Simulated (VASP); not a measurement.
Crystal: K2S.

```
CELL_PARAMETERS angstrom
0.00000 3.70276 3.70276
3.70276 0.00000 3.70276
3.70276 3.70276 0.00000
ATOMIC_POSITIONS crystal
S 0.00000 0.00000 0.00000
K 0.25000 0.25000 0.25000
K 0.75000 0.75000 0.75000
```

Base run:

* Program: VASP 6.6.1
* Functional: HSE06
* Potentials or basis: VASP PAW PBE potentials, release 64 (S, K_sv)
* Cutoff: 400 eV
* k mesh: 4 × 4 × 4
* Occupations: gaussian, width 0.01 eV
* Spin: no spin polarisation

Its results: band gap on the k mesh 3.31 eV (least direct gap 3.49 eV); pressure 0.2 GPa.

Q: After a change of settings the same cell gave: band gap on the k mesh 2.38 eV (least direct gap 2.57 eV); pressure 0.5 GPa. Which change was it?
A. functional from HSE06 to r2SCAN; cutoff from 400 eV to 550 eV
B. functional from HSE06 to PBE0
C. functional from HSE06 to PBE; cutoff from 400 eV to 500 eV

A: C.

Caveats: the PAW data sets were made with another functional, which shifts forces and pressure a little (at least some runs).
